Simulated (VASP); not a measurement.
# NaHgF3 (Pm-3m) in VASP: a series of runs, part 2 of 3

VASP 6.6.1.

## Step 3: Single point, PBE

This run uses another cell than the first one, of 18.21 Å³/atom.

INCAR reads:

```
SYSTEM = NaHgF3
ALGO     = Normal         ! electronic algorithm
EDIFF    = 1E-7           ! SCF threshold, eV
ENCUT    = 520            ! plane-wave cutoff, eV
GGA      = PE             ! functional
ISIF     = 2              ! what is computed and relaxed
ISMEAR   = 0              ! smearing method
LASPH    = .True.         ! aspherical terms in the spheres
LCHARG   = .True.         ! write CHGCAR
LELF     = .True.         ! ELF
LREAL    = .False.        ! projectors in reciprocal space
LVHAR    = .True.       
LWAVE    = .False.        ! write WAVECAR
NBANDS   = 28             ! bands
NELM     = 100            ! most SCF steps
PREC     = Accurate       ! precision mode
SIGMA    = 0.01           ! smearing width, eV
```

KPOINTS reads:

```
k-points
0
Gamma
  6 6 6
  0 0 0
```

POSCAR reads:

```
NaHgF3
1.0
    4.4988204056      0.0000000000      0.0000000000
    0.0000000000      4.4988204056      0.0000000000
    0.0000000000      0.0000000000      4.4988204056
Na Hg F
1 1 3
Direct
    0.0000000000      0.0000000000      0.0000000000
    0.5000000000      0.5000000000      0.5000000000
    0.5000000000      0.5000000000      0.0000000000
    0.5000000000      0.0000000000      0.5000000000
    0.0000000000      0.5000000000      0.5000000000
```

Potentials or basis: VASP PAW PBE potentials, release 64 (Na_pv, Hg, F).

Started as:

```sh
$ cat potpaw_PBE.64/Na_pv/POTCAR potpaw_PBE.64/Hg/POTCAR potpaw_PBE.64/F/POTCAR > POTCAR
$ mpirun -np 1 vasp_std > vasp.out
```

OUTCAR:

```text
SYSTEM = NaHgF3
   EDIFF = 1E-7
   ENCUT = 520
   GGA = PE
   ISIF = 2
   ISMEAR = 0
   LASPH = .True.
   LREAL = .False.
   NELM = 100
   PREC = Accurate

 ion  position               nearest neighbor table
   1  0.000  0.000  0.000-
   2  0.500  0.500  0.500-   3 2.25   4 2.25   5 2.25   3 2.25   4 2.25   5 2.25
   3  0.500  0.500  0.000-   2 2.25   2 2.25
   4  0.500  0.000  0.500-   2 2.25   2 2.25
   5  0.000  0.500  0.500-   2 2.25   2 2.25

  LATTYP: Found a simple cubic cell.
 ALAT       =     4.4988204056

  Lattice vectors:

 A1 = (   4.4988204056,   0.0000000000,   0.0000000000)
 A2 = (   0.0000000000,   4.4988204056,   0.0000000000)
 A3 = (   0.0000000000,   0.0000000000,   4.4988204056)

Analysis of symmetry for initial positions (statically):
=====================================================================
 Subroutine PRICEL returns:
 Original cell was already a primitive cell.

 Routine SETGRP: Setting up the symmetry group for a
 simple cubic supercell.

 Subroutine GETGRP returns: Found 48 space group operations
 (whereof 48 operations were pure point group operations)
 out of a pool of 48 trial point group operations.

The static configuration has the point symmetry O_h .

Analysis of symmetry for dynamics (positions and initial velocities):
=====================================================================
 Subroutine PRICEL returns:
 Original cell was already a primitive cell.

 Routine SETGRP: Setting up the symmetry group for a
 simple cubic supercell.

 Subroutine GETGRP returns: Found 48 space group operations
 (whereof 48 operations were pure point group operations)
[... 116 lines left out ...]
   EMIN   =  10.00;   EMAX   =-10.00  energy-range for DOS
   EFERMI =   0.00;   METHOD = LEGACY
   ISMEAR =     0;   SIGMA  =   0.01  broadening in eV -4-tet -1-fermi 0-gaus
   EFERMI_NEDOS =   21; number of points for ismear=-14 and -15
   IALGO  =     38    algorithm
   IMIX   =      4    mixing-type and parameters
     AMIX     =   0.40;   BMIX     =  1.00
     AMIX_MAG =   1.60;   BMIX_MAG =  1.00
  volume/ion in A,a.u.               =      18.21       122.89
  Fermi-wavevector in a.u.,A,eV,Ry     =   1.244504  2.351771 21.072558  1.548789
  Thomas-Fermi vector in A             =   2.378767
   LORBIT       =      0    0 simple, 1 ext, 2 COOP (PROOUT), +10 PAW based schemes
   GGA     = PE    functional components
   LHFCALC =     F    Hartree Fock is set to
   AEXX    =    0.0000 exact exchange contribution
   IVDW    =     0    specifies the selected vdW correction
   LEPSILON=     F    determine dielectric tensor
   LRPA    =     F    only Hartree local field effects (RPA)
 non-spin polarized calculation
 Gauss-broadening in eV      SIGMA  =   0.01
  energy-cutoff  :      520.00
  volume of cell :       91.05
 maximum number of plane-waves:      2470
 NGX is ok and might be reduce to    36
   NGX = 17   NGY = 17   NGZ = 17

 number of electron      40.0000005 magnetization

 Free energy of the ion-electron system (eV)
  ---------------------------------------------------
  ext. energy  EPLUGINS =         0.00000000
  ---------------------------------------------------
  free energy    TOTEN  =       -15.59635506 eV

  energy without entropy =      -15.59635506  energy(sigma->0) =      -15.59635506

 E-fermi :  -0.6423     XC(G=0):  -8.2167

 val. band max:       -0.7700623905   @ k =   0.5000   0.5000   0.5000
 cond. band min:      -0.4699754730   @ k =   0.0000   0.0000   0.0000
 fundamental gap:      0.3000869175
 Fermi energy:        -0.6423156648

 k-point     1 :       0.0000    0.0000    0.0000
  band No.  band energies     occupation
      1     -24.3133      2.00000
      2     -24.3133      2.00000
      3     -24.3133      2.00000
      4     -22.6474      2.00000
      5     -22.3823      2.00000
      6     -22.3823      2.00000
[... 609 lines left out ...]
     27       7.7135      0.00000
     28       7.7135      0.00000

------------------------ aborting loop because EDIFF is reached ----------------------------------------

  FORCE on cell =-STRESS in cart. coord.  units (eV):
  Direction    XX          YY          ZZ          XY          YZ          ZX
  --------------------------------------------------------------------------------------
  -------------------------------------------------------------------------------------
  Total        1.5247096      1.5247096      1.5247096     -0.0000000     -0.0000000      0.0000000
  in kB       26.8288308     26.8288308     26.8288308     -0.0000000     -0.0000000      0.0000000
  external PRESSURE =      26.8288308 kB  Pullay stress =       0.0000000 kB

 VOLUME and BASIS-vectors are now :
 -----------------------------------------------------------------------------
  energy-cutoff  :      520.00
  volume of cell :       91.05
      direct lattice vectors                 reciprocal lattice vectors
     4.498820406  0.000000000  0.000000000     0.222280489  0.000000000  0.000000000
     0.000000000  4.498820406  0.000000000     0.000000000  0.222280489  0.000000000
     0.000000000  0.000000000  4.498820406     0.000000000  0.000000000  0.222280489

 POSITION                                       TOTAL-FORCE (eV/Angst)
 -----------------------------------------------------------------------------------
      0.00000      0.00000      0.00000         0.000000      0.000000      0.000000
      2.24941      2.24941      2.24941         0.000000      0.000000      0.000000
      2.24941      2.24941      0.00000         0.000000      0.000000      0.000000
      2.24941      0.00000      2.24941         0.000000      0.000000      0.000000
      0.00000      2.24941      2.24941         0.000000      0.000000      0.000000
 -----------------------------------------------------------------------------------
    total drift:                                0.000000      0.000000      0.000000

  FREE ENERGIE OF THE ION-ELECTRON SYSTEM (eV)
  ---------------------------------------------------
  free  energy   TOTEN  =       -15.5963550644 eV

  energy  without entropy=      -15.5963550644  energy(sigma->0) =      -15.59635506
```

OSZICAR:

```text
N       E                     dE             d eps       ncg     rms          rms(c)
DAV:   1     0.400663396658E+03    0.40066E+03   -0.20953E+04  1136   0.146E+03
DAV:   2     0.169240650440E+02   -0.38374E+03   -0.36284E+03  1196   0.408E+02
DAV:   3    -0.178357270349E+02   -0.34760E+02   -0.34470E+02  1264   0.129E+02
DAV:   4    -0.184626493328E+02   -0.62692E+00   -0.62573E+00  1216   0.185E+01
DAV:   5    -0.184712073163E+02   -0.85580E-02   -0.85576E-02  1192   0.220E+00    0.148E+01
DAV:   6    -0.156811220126E+02    0.27901E+01   -0.93261E+00  1472   0.289E+01    0.108E+01
DAV:   7    -0.156389238725E+02    0.42198E-01   -0.71082E-01  1120   0.699E+00    0.685E+00
DAV:   8    -0.156012256161E+02    0.37698E-01   -0.16308E-01  1164   0.361E+00    0.675E-01
DAV:   9    -0.155959252676E+02    0.53003E-02   -0.25086E-02  1292   0.124E+00    0.214E-01
DAV:  10    -0.155962595515E+02   -0.33428E-03   -0.13366E-03  1156   0.484E-01    0.732E-02
DAV:  11    -0.155963664854E+02   -0.10693E-03   -0.36864E-04  1216   0.154E-01    0.744E-02
DAV:  12    -0.155963549446E+02    0.11541E-04   -0.43852E-05  1268   0.722E-02    0.182E-02
DAV:  13    -0.155963551716E+02   -0.22701E-06   -0.80172E-06  1180   0.248E-02    0.440E-03
DAV:  14    -0.155963550069E+02    0.16471E-06   -0.84502E-07  1288   0.729E-03    0.238E-03
DAV:  15    -0.155963550644E+02   -0.57497E-07   -0.16002E-08   624   0.120E-03
   1 F= -.15596355E+02 E0= -.15596355E+02  d E =-.410005E-74
```

stdout:

```text
POSCAR found type information on POSCAR NaHgF
 POSCAR found :  3 types and       5 ions
 scaLAPACK will be used
 LDA part: xc-table for (Slater+PW92), standard interpolation
 POSCAR, INCAR and KPOINTS ok, starting setup
 FFT: planning ... GRIDC
 FFT: planning ... GRID_SOFT
 FFT: planning ... GRID
 WAVECAR not read
 entering main loop
```

It took 28 s on 1 thread of AMD EPYC 9R45 (Zen 5), shared host; peak memory 0.19 GiB.

What came out:

| Property | Result |
| --- | --- |
| Free energy | -15.5964 eV |
| Pressure | 2.7 GPa |
| Band gap on the k mesh | 0.30 eV (least direct gap 3.04 eV) |

Caveat: spin-orbit coupling is left out, which moves the levels of the heavy elements.

## Step 4: Single point, PBE (18.41 Å³/atom)

This run uses another cell than the first one, of 18.41 Å³/atom.

INCAR reads:

```
PREC     = Accurate       # precision mode
ENCUT    = 520            # plane-wave cutoff, eV
EDIFF    = 1E-6           # SCF threshold, eV
ISMEAR   = 0              # smearing method
SIGMA    = 0.01           # smearing width, eV
LREAL    = F              # projectors in reciprocal space
LASPH    = T              # aspherical terms in the spheres
NELM     = 60             # most SCF steps
ALGO     = Normal         # electronic algorithm
ISIF     = 2              # what is computed and relaxed
LWAVE    = F              # write WAVECAR
LCHARG   = T              # write CHGCAR
GGA      = PE             # functional
LELF     = T              # ELF
LVHAR    = T            
NBANDS   = 28             # bands
```

KPOINTS reads:

```
regular mesh
0
Gamma
  6 6 6
```

POSCAR: that of step 3 with these lines changed.

```diff
@@ -2,5 +2,5 @@
 1.0
-    4.4988204056      0.0000000000      0.0000000000
-    0.0000000000      4.4988204056      0.0000000000
-    0.0000000000      0.0000000000      4.4988204056
+    4.5149204480      0.0000000000      0.0000000000
+    0.0000000000      4.5149204480      0.0000000000
+    0.0000000000      0.0000000000      4.5149204480
 Na Hg F
```

Started as:

```sh
$ cat potpaw_PBE.64/Na_pv/POTCAR potpaw_PBE.64/Hg/POTCAR potpaw_PBE.64/F/POTCAR > POTCAR
$ mpirun -np 1 vasp_std > vasp.out
```

It took 25 s on 1 thread of AMD EPYC 9R45 (Zen 5), shared host; peak memory 0.2 GiB.

Results (log left out):

```
Free energy            : -15.6122 eV
Pressure               : 2.1 GPa
Band gap on the k mesh : 0.32 eV (least direct gap 2.97 eV)
```

Levels at points of the mesh, in eV from the valence-band top:
```
           k point  band 17  band 18  band 19  band 20  band 21  band 22  band 23  band 24
(0.00, 0.00, 0.00)    -2.68    -2.65    -2.65    -2.65     0.32     4.96     9.59     9.59
(0.50, 0.00, 0.00)    -2.66    -2.21    -2.21    -2.12     3.03     4.57     7.78    10.47
(0.50, 0.50, 0.00)    -2.27    -2.21    -2.21     0.00     4.55     5.96     6.41     6.41
(0.50, 0.50, 0.50)    -2.24    -2.24     0.00     0.00     5.77     6.09     7.59     7.59
```

Caveat: spin-orbit coupling is left out, which moves the levels of the heavy elements. A k mesh can miss the band edges.

[end of part 2 of 3]
